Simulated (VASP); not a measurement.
Set up this calculation in VASP 6.6.1, as the native input.

```
Task                   : single point
Functional             : PBE
Potentials or basis    : VASP PAW PBE potentials, release 64 (Sr_sv, Ag, H)
Cutoff                 : 520 eV
k mesh                 : 4 × 4 × 4
Occupations            : gaussian, width 0.1 eV
Spin                   : no spin polarisation
Dipole correction      : no
Further INCAR settings : ALGO = Normal; EDIFF = 1e-07; NBANDS = 28
```

The structure of Sr2AgH5 lies in POSCAR:

```
Sr2AgH5
1.0
    0.0000000000      4.0627526000      4.0627526000
    4.0627526000      0.0000000000      4.0627526000
    4.0627526000      4.0627526000      0.0000000000
Sr Ag H
2 1 5
Direct
    0.7500000000      0.7500000000      0.7500000000
    0.0000000000      0.0000000000      0.0000000000
    0.5000000000      0.5000000000      0.5000000000
    0.3905512700      0.3905512700      0.3905512700
    0.3905512700      0.3905512700      0.8283462000
    0.3905512700      0.8283462000      0.3905512700
    0.8283462000      0.3905512700      0.3905512700
    0.2500000000      0.2500000000      0.2500000000
```

These files were run (other wordings do the same):

INCAR

```
SYSTEM = Sr2AgH5
PREC = Accurate
ENCUT = 520
EDIFF = 1E-7
ISMEAR = 0
SIGMA = 0.1
LREAL = .False.
LASPH = .True.
NELM = 60
ALGO = Normal
ISIF = 2
LWAVE = .False.
LCHARG = .True.
GGA = PE
LELF = .True.
LVHAR = .True.
NBANDS = 28
```

KPOINTS

```
Automatic mesh
0
Gamma
  4 4 4
  0 0 0
```

Potentials or basis: VASP PAW PBE potentials, release 64 (Sr_sv, Ag, H).

The run is started by

```sh
$ cat potpaw_PBE.64/Sr_sv/POTCAR potpaw_PBE.64/Ag/POTCAR potpaw_PBE.64/H/POTCAR > POTCAR
$ mpirun -np 1 vasp_std > vasp.out
```

Results of the run:

The pressure is 3.6 GPa and the largest force is 2.847 eV/Å. The band gap on the k mesh is zero (band 18 reaches 2.87 eV, above the bottom of band 19 at 2.50 eV).

Caveat: forces of over 1 eV/Å act on the atoms, so gaps and moduli don't describe the material at rest.

Run time: 88 s on 1 thread of Intel Xeon 8259CL (shared host), peak memory 0.33 GiB.
